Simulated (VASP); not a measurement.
# Ge4S in VASP: further runs, part 2 of 3

VASP 6.6.1. Earlier steps stand in the parts before.

### Step 4. Single point, PBE

INCAR

```
PREC = Accurate ; ENCUT = 520
EDIFF = 1E-7 ; ISMEAR = 0
SIGMA = 0.1 ; LREAL = F
LASPH = T ; NELM = 100
ALGO = Normal ; ISIF = 2
LWAVE = F ; LCHARG = F
LDIPOL = T ; IDIPOL = 3
DIPOL = 0.5 0.5 0.349 ; GGA = PE
NBANDS = 39
```

KPOINTS

```
Automatic mesh
0
Gamma
  7 7 1
```

POSCAR

```
Ge4S
1.0
    4.0740542171      0.0000000000      0.0000000000
    0.0000000000      4.0740542171      0.0000000000
    0.0000000000      0.0000000000     19.8557569412
Ge S
4 1
Direct
    0.0000000000      0.5000000000      0.2014529092
    0.0000000000      0.0000000000      0.2739958843
    0.5000000000      0.0000000000      0.3493666172
    0.5000000000      0.5000000000      0.4208228861
    0.5000000000      0.8750000000      0.4994441062
```

Potentials or basis: VASP PAW PBE potentials, release 64 (Ge_d, S).

Started as:

```console
$ cat potpaw_PBE.64/Ge_d/POTCAR potpaw_PBE.64/S/POTCAR > POTCAR
$ mpirun -np 1 vasp_std > vasp.out
```

OUTCAR:

```text
PREC = Accurate
   ENCUT = 520
   EDIFF = 1E-7
   ISMEAR = 0
   LREAL = F
   LASPH = T
   NELM = 100
   ISIF = 2
   GGA = PE

 ion  position               nearest neighbor table
   1  0.000  0.500  0.201-   2 2.49   2 2.49
   2  0.000  0.000  0.274-   1 2.49   1 2.49   3 2.53   3 2.53
   3  0.500  0.000  0.349-   4 2.48   4 2.48   2 2.53   2 2.53
   4  0.500  0.500  0.421-   5 2.18   3 2.48   3 2.48
   5  0.500  0.875  0.499-   4 2.18

  LATTYP: Found a simple tetragonal cell.
 ALAT       =     4.0740542171
 C/A-ratio  =     4.8737095490

  Lattice vectors:

 A1 = (   4.0740542171,   0.0000000000,   0.0000000000)
 A2 = (   0.0000000000,   4.0740542171,   0.0000000000)
 A3 = (   0.0000000000,   0.0000000000,  19.8557569412)

Analysis of symmetry for initial positions (statically):
=====================================================================
 Subroutine PRICEL returns:
 Original cell was already a primitive cell.

 Routine SETGRP: Setting up the symmetry group for a
 simple tetragonal supercell.

 Subroutine GETGRP returns: Found  2 space group operations
 (whereof  2 operations were pure point group operations)
 out of a pool of 16 trial point group operations.

The static configuration has the point symmetry C_1h.

Analysis of symmetry for dynamics (positions and initial velocities):
=====================================================================
 Subroutine PRICEL returns:
 Original cell was already a primitive cell.

 Routine SETGRP: Setting up the symmetry group for a
 simple tetragonal supercell.

 Subroutine GETGRP returns: Found  2 space group operations
 (whereof  2 operations were pure point group operations)
 out of a pool of 16 trial point group operations.

The dynamic configuration has the point symmetry C_1h.

 Subroutine INISYM returns: Found  2 space group operations
 (whereof  2 operations are pure point group operations),
 and found     1 'primitive' translations

----------------------------------------------------------------------------------------

                                     Primitive cell

  volume of cell :     329.5642

  direct lattice vectors                    reciprocal lattice vectors
     4.074054217  0.000000000  0.000000000     0.245455742  0.000000000  0.000000000
     0.000000000  4.074054217  0.000000000     0.000000000  0.245455742  0.000000000
     0.000000000  0.000000000 19.855756941     0.000000000  0.000000000  0.050363227

  length of vectors
     4.074054217  4.074054217 19.855756941     0.245455742  0.245455742  0.050363227

  position of ions in fractional coordinates (direct lattice)
     0.000000000  0.500000000  0.201452909
     0.000000000  0.000000000  0.273995884
     0.500000000  0.000000000  0.349366617
     0.500000000  0.500000000  0.420822886
     0.500000000  0.875000000  0.499444106

  ion indices of the primitive-cell ions
   primitive index   ion index
                 1           1
                 2           2
                 3           3
                 4           4
                 5           5

----------------------------------------------------------------------------------------

 KPOINTS: Automatic mesh
[... 30 lines left out ...]
  0.428571  0.000000  0.000000      2.000000
[... 8 lines left out ...]
 -0.285714  0.428571  0.000000      4.000000
  0.428571  0.428571  0.000000      4.000000
   k-points           NKPTS =     16   k-points in BZ     NKDIM =     16   number of bands    NBANDS=     39
   number of dos      NEDOS =    301   number of ions     NIONS =      5
   total plane-waves  NPLWV = 135000
   dimension x,y,z NGX =    30 NGY =   30 NGZ =  150
   dimension x,y,z NGXF=    60 NGYF=   60 NGZF=  300
   ions per type =               4   1
   NGX,Y,Z   is equivalent  to a cutoff of  12.24, 12.24, 12.56 a.u.
   NGXF,Y,Z  is equivalent  to a cutoff of  24.48, 24.48, 25.12 a.u.
 SYSTEM =  unknown system
   PREC   = accura    normal or accurate (medium, high low for compatibility)
   ISTART =      0    job   : 0-new  1-cont  2-samecut
   ICHARG =      2    charge: 1-file 2-atom 10-const
   ISPIN  =      1    spin polarized calculation?
   LNONCOLLINEAR =      F non collinear calculations
   LSORBIT =      F    spin-orbit coupling
   LASPH  =      T    aspherical Exc in radial PAW
   ENCUT  =  520.0 eV  38.22 Ry    6.18 a.u.   7.58  7.58 36.92*2*pi/ulx,y,z
   NELM   =    100;   NELMIN=  2; NELMDL= -5     # of ELM steps
   EDIFF  = 0.1E-06   stopping-criterion for ELM
   LREAL  =      F    real-space projection
   EDIFFG = 0.1E-05   stopping-criterion for IOM
   NSW    =      0    number of steps for IOM
   IBRION =     -1    ionic relax: 0-MD 1-quasi-New 2-CG
   NFREE  =      0    steps in history (QN), initial steepest desc. (CG)
   ISIF   =      2    stress and relaxation
   ISYM   =      2    0-nonsym 1-usesym 2-fastsym
   POTIM  = 0.5000    time-step for ionic-motion
   TEBEG  =    0.0;   TEEND  =   0.0 temperature during run
   PSTRESS=    0.0 pullay stress
   NELECT =      62.0000    total number of electrons
   NUPDOWN=      -1.0000    fix difference up-down
   EMIN   =  10.00;   EMAX   =-10.00  energy-range for DOS
   EFERMI =   0.00;   METHOD = LEGACY
   ISMEAR =     0;   SIGMA  =   0.10  broadening in eV -4-tet -1-fermi 0-gaus
   EFERMI_NEDOS =   21; number of points for ismear=-14 and -15
   IALGO  =     38    algorithm
   IMIX   =      4    mixing-type and parameters
     AMIX     =   0.40;   BMIX     =  1.00
     AMIX_MAG =   1.60;   BMIX_MAG =  1.00
  volume/ion in A,a.u.               =      65.91       444.80
  Fermi-wavevector in a.u.,A,eV,Ry     =   0.938049  1.772655 11.972247  0.879935
  Thomas-Fermi vector in A             =   2.065221
   LORBIT       =      0    0 simple, 1 ext, 2 COOP (PROOUT), +10 PAW based schemes
   GGA     = PE    functional components
   LHFCALC =     F    Hartree Fock is set to
   AEXX    =    0.0000 exact exchange contribution
   IVDW    =     0    specifies the selected vdW correction
   LEPSILON=     F    determine dielectric tensor
   LRPA    =     F    only Hartree local field effects (RPA)
 non-spin polarized calculation
 Gauss-broadening in eV      SIGMA  =   0.10
  energy-cutoff  :      520.00
  volume of cell :      329.56
 maximum number of plane-waves:      8917
   NGX = 15   NGY = 15   NGZ = 73

 dipolmoment           0.000000      0.000000     -0.102556 electrons x Angstroem

 number of electron      61.9999945 magnetization

 dipolmoment           0.000000      0.000000      0.087203 electrons x Angstroem

 Free energy of the ion-electron system (eV)
  ---------------------------------------------------
  ext. energy  EPLUGINS =         0.00000000
  ---------------------------------------------------
  free energy    TOTEN  =       -19.58804192 eV

  energy without entropy =      -19.57455498  energy(sigma->0) =      -19.58129845

 E-fermi :  -1.8953     XC(G=0):  -4.2608

 val. band max:       -1.9790070295   @ k =   0.4286   0.4286   0.0000
 cond. band min:      -1.8835431287   @ k =   0.2857   0.0000   0.0000
 fundamental gap:      0.0954639009
 Fermi energy:        -1.8953394631

 k-point     1 :       0.0000    0.0000    0.0000
  band No.  band energies     occupation
      1     -27.0385      2.00000
      2     -27.0068      2.00000
      3     -26.9726      2.00000
      4     -26.9354      2.00000
      5     -26.8976      2.00000
      6     -26.5731      2.00000
[... 661 lines left out ...]
     38       3.8678      0.00000
     39       4.2057      0.00000

------------------------ aborting loop because EDIFF is reached ----------------------------------------

 vacuum level on the upper side and lower side of the slab       (xc-potential included)         0.447        -0.486

  FORCE on cell =-STRESS in cart. coord.  units (eV):
  Direction    XX          YY          ZZ          XY          YZ          ZX
  --------------------------------------------------------------------------------------
  -------------------------------------------------------------------------------------
  Total       -0.9338805     -1.4454695      1.3858616      0.0000000     -1.4149081      0.0000000
  in kB       -4.5400627     -7.0271538      6.7373698      0.0000000     -6.8785795      0.0000000
  external PRESSURE =      -1.6099489 kB  Pullay stress =       0.0000000 kB

 VOLUME and BASIS-vectors are now :
 -----------------------------------------------------------------------------
  energy-cutoff  :      520.00
  volume of cell :      329.56
      direct lattice vectors                 reciprocal lattice vectors
     4.074054217  0.000000000  0.000000000     0.245455742  0.000000000  0.000000000
     0.000000000  4.074054217  0.000000000     0.000000000  0.245455742  0.000000000
     0.000000000  0.000000000 19.855756941     0.000000000  0.000000000  0.050363227

 POSITION                                       TOTAL-FORCE (eV/Angst)
 -----------------------------------------------------------------------------------
      0.00000      2.03703      4.00000         0.000000     -0.048128     -0.036355
      0.00000      0.00000      5.44040         0.000000      0.271015     -0.021020
      2.03703      0.00000      6.93694         0.000000     -0.205021     -0.879621
      2.03703      2.03703      8.35576         0.000000      0.702778      0.967790
      2.03703      3.56480      9.91684         0.000000     -0.720644     -0.030795
 -----------------------------------------------------------------------------------
    total drift:                                0.000000     -0.000007      0.002862

  FREE ENERGIE OF THE ION-ELECTRON SYSTEM (eV)
  ---------------------------------------------------
  free  energy   TOTEN  =       -19.5880419189 eV

  energy  without entropy=      -19.5745549816  energy(sigma->0) =      -19.58129845

 vacuum level on the upper side and lower side of the slab         3.824         2.852
```

It took 6.3 min on 1 thread of Intel Xeon Platinum 8259CL at 2.50GHz (Skylake/Cascade Lake), shared host; peak memory 0.45 GiB.

Results:

| Item | Value |
| --- | --- |
| Free energy | -19.5880 eV |
| Largest force | 1.196 eV/Å |
| Band gap on the k mesh | zero (band 31 reaches -1.61 eV, above the bottom of band 32 at -2.09 eV) |

Forces in eV/Å, atoms in the order of the input:
```
Ge   0.000 -0.048 -0.036
Ge   0.000  0.271 -0.021
Ge   0.000 -0.205 -0.880
Ge   0.000  0.703  0.968
S    0.000 -0.721 -0.031
```

### Step 5. Single point, PBE

INCAR

```
PREC = Accurate
ENCUT = 520
EDIFF = 1E-7
ISMEAR = 0
SIGMA = 0.1
LREAL = F
LASPH = T
NELM = 60
ALGO = Normal
ISIF = 2
LWAVE = F
LCHARG = T
LDIPOL = T
IDIPOL = 3
DIPOL = 0.5 0.5 0.348
GGA = PE
LELF = T
LVHAR = T
LVACPOTAV = T
NBANDS = 39
```

KPOINTS

```
regular mesh
0
Gamma
  7 7 1
```

POSCAR, as its differences from that of step 4:

```diff
@@ -12,2 +12,2 @@
     0.5000000000      0.5000000000      0.4208228861
-    0.5000000000      0.8750000000      0.4994441062
+    0.8750000000      0.5000000000      0.4954367458
```

Potentials or basis: VASP PAW PBE potentials, release 64 (Ge_d, S).

Started as:

```console
$ cat potpaw_PBE.64/Ge_d/POTCAR potpaw_PBE.64/S/POTCAR > POTCAR
$ mpirun -np 1 vasp_std > vasp.out
```

OUTCAR:

```text
PREC = Accurate
   ENCUT = 520
   EDIFF = 1E-7
   ISMEAR = 0
   LREAL = F
   LASPH = T
   NELM = 60
   ISIF = 2
   GGA = PE

 ion  position               nearest neighbor table
   1  0.000  0.500  0.201-   2 2.49   2 2.49
   2  0.000  0.000  0.274-   1 2.49   1 2.49   3 2.53   3 2.53
   3  0.500  0.000  0.349-   4 2.48   4 2.48   2 2.53   2 2.53
   4  0.500  0.500  0.421-   5 2.13   3 2.48   3 2.48
   5  0.875  0.500  0.495-   4 2.13

  LATTYP: Found a simple tetragonal cell.
 ALAT       =     4.0740542171
 C/A-ratio  =     4.8737095490

  Lattice vectors:

 A1 = (   4.0740542171,   0.0000000000,   0.0000000000)
 A2 = (   0.0000000000,   4.0740542171,   0.0000000000)
 A3 = (   0.0000000000,   0.0000000000,  19.8557569412)

Analysis of symmetry for initial positions (statically):
=====================================================================
 Subroutine PRICEL returns:
 Original cell was already a primitive cell.

 Routine SETGRP: Setting up the symmetry group for a
 simple tetragonal supercell.

[... 166 lines left out ...]

 E-fermi :  -2.1309     XC(G=0):  -4.2373

 val. band max:       -2.1385825711   @ k =   0.0000   0.2857   0.0000
 cond. band min:      -2.1154711638   @ k =   0.0000   0.1429   0.0000
 fundamental gap:      0.0231114073
 Fermi energy:        -2.1308798830

 k-point     1 :       0.0000    0.0000    0.0000
  band No.  band energies     occupation
      1     -26.9304      2.00000
      2     -26.9278      2.00000
      3     -26.8844      2.00000
      4     -26.8416      2.00000
      5     -26.8164      2.00000
      6     -26.5222      2.00000
[... 661 lines left out ...]
     38       3.7882      0.00000
     39       4.2427      0.00000

------------------------ aborting loop because EDIFF is reached ----------------------------------------

  FORCE on cell =-STRESS in cart. coord.  units (eV):
  Direction    XX          YY          ZZ          XY          YZ          ZX
  --------------------------------------------------------------------------------------
  -------------------------------------------------------------------------------------
  Total       -3.9951873      0.8682592      0.5008855      0.0000000      0.0000000      1.5518527
  in kB      -19.4226134      4.2210446      2.4350560      0.0000000      0.0000000      7.5443362
  external PRESSURE =      -4.2555043 kB  Pullay stress =       0.0000000 kB

 VOLUME and BASIS-vectors are now :
 -----------------------------------------------------------------------------
  energy-cutoff  :      520.00
  volume of cell :      329.56
      direct lattice vectors                 reciprocal lattice vectors
     4.074054217  0.000000000  0.000000000     0.245455742  0.000000000  0.000000000
     0.000000000  4.074054217  0.000000000     0.000000000  0.245455742  0.000000000
     0.000000000  0.000000000 19.855756941     0.000000000  0.000000000  0.050363227

 POSITION                                       TOTAL-FORCE (eV/Angst)
 -----------------------------------------------------------------------------------
      0.00000      2.03703      4.00000         0.051069      0.000000     -0.375202
      0.00000      0.00000      5.44040         0.024566      0.000000      0.650353
      2.03703      0.00000      6.93694        -0.374787      0.000000     -0.589520
      2.03703      2.03703      8.35576        -0.587984      0.000000      0.341330
      3.56480      2.03703      9.83727         0.887135      0.000000     -0.026960
 -----------------------------------------------------------------------------------
    total drift:                               -0.000024     -0.000000      0.003184

  FREE ENERGIE OF THE ION-ELECTRON SYSTEM (eV)
  ---------------------------------------------------
  free  energy   TOTEN  =       -20.4306685698 eV

  energy  without entropy=      -20.4098910554  energy(sigma->0) =      -20.42027981

 vacuum level on the upper side and lower side of the slab         3.845         2.890
```

OSZICAR:

```text
N       E                     dE             d eps       ncg     rms          rms(c)
DAV:   1     0.558787335894E+03    0.55879E+03   -0.31669E+04  1496   0.249E+03
DAV:   2     0.696601621955E+02   -0.48913E+03   -0.47290E+03  1421   0.647E+02
DAV:   3    -0.161054062564E+02   -0.85766E+02   -0.84377E+02  1733   0.188E+02
DAV:   4    -0.208459365643E+02   -0.47405E+01   -0.47051E+01  1467   0.530E+01
[... 19 lines left out ...]
DAV:  24    -0.204306675868E+02   -0.11533E-05   -0.26963E-08   948   0.188E-03    0.380E-04
DAV:  25    -0.204306682145E+02   -0.62768E-06   -0.26840E-08   876   0.130E-03    0.170E-04
DAV:  26    -0.204306683960E+02   -0.18151E-06   -0.70529E-09   905   0.896E-04    0.142E-04
DAV:  27    -0.204306685576E+02   -0.16155E-06   -0.10514E-08   852   0.841E-04    0.798E-05
DAV:  28    -0.204306685698E+02   -0.12247E-07   -0.18181E-09   939   0.380E-04
   1 F= -.20430669E+02 E0= -.20420280E+02  d E =-.207775E-01
```

It took 5.7 min on 1 thread of Intel Xeon Platinum 8259CL at 2.50GHz (Skylake/Cascade Lake), shared host; peak memory 0.45 GiB.

What came out:

```
Free energy            : -20.4307 eV
Largest force          : 0.888 eV/Å
Band gap on the k mesh : zero (band 31 reaches -1.88 eV, above the bottom of band 32 at -2.39 eV)
```

Forces on the atoms (eV/Å):
```
Ge   0.051  0.000 -0.375
Ge   0.025  0.000  0.650
Ge  -0.375  0.000 -0.590
Ge  -0.588  0.000  0.341
S    0.887  0.000 -0.027
```

Levels at points of the mesh, in eV from the Fermi level:
| k point | band 28 | band 29 | band 30 | band 31 | band 32 | band 33 | band 34 | band 35 |
| --- | --- | --- | --- | --- | --- | --- | --- | --- |
| (0.00, 0.00, 0.00) | -1.39 | -1.06 | -0.77 | 0.25 | 0.76 | 1.67 | 1.92 | 2.08 |

### Step 6. Single point, PBE

INCAR

```
PREC = Accurate
ENCUT = 520
EDIFF = 1E-6
ISMEAR = 0
SIGMA = 0.1
LREAL = F
LASPH = T
NELM = 60
ALGO = Normal
ISIF = 2
LWAVE = F
LCHARG = F
LDIPOL = T
IDIPOL = 3
DIPOL = 0.5 0.5 0.344
GGA = PE
NBANDS = 39
```

KPOINTS

```
Automatic mesh
0
Gamma
  7 7 1
```

POSCAR, as its differences from that of step 5:

```diff
@@ -12,2 +12,2 @@
     0.5000000000      0.5000000000      0.4208228861
-    0.8750000000      0.5000000000      0.4954367458
+    0.6250000000      1.0000000000      0.4762252509
```

Potentials or basis: VASP PAW PBE potentials, release 64 (Ge_d, S).

Started as:

```console
$ cat potpaw_PBE.64/Ge_d/POTCAR potpaw_PBE.64/S/POTCAR > POTCAR
$ mpirun -np 1 vasp_std > vasp.out
```

Wall time 5.6 min (1 thread of Intel Xeon Platinum 8259CL at 2.50GHz (Skylake/Cascade Lake), shared host); peak memory 0.45 GiB.

It converged, with:

| Quantity | Value |
| --- | --- |
| Free energy | -19.4879 eV |
| Largest force | 1.079 eV/Å |
| Band gap on the k mesh | zero (band 31 reaches -1.06 eV, above the bottom of band 32 at -2.02 eV) |

Forces in eV/Å, atoms in the order of the input:
```
Ge   0.133  0.000 -0.118
Ge  -0.311  0.000  0.218
Ge   0.360  0.000 -1.017
Ge  -0.077  0.000  0.929
S   -0.105  0.000 -0.012
```

Levels at points of the mesh, in eV from the Fermi level:
```csv
k point,band 27,band 28,band 29,band 30,band 31,band 32,band 33,band 34,band 35,band 36
"(0.00, 0.00, 0.00)",-2.56,-2.07,-1.48,-1.30,0.41,0.52,1.27,1.83,2.01,2.86
```

[end of part 2 of 3]
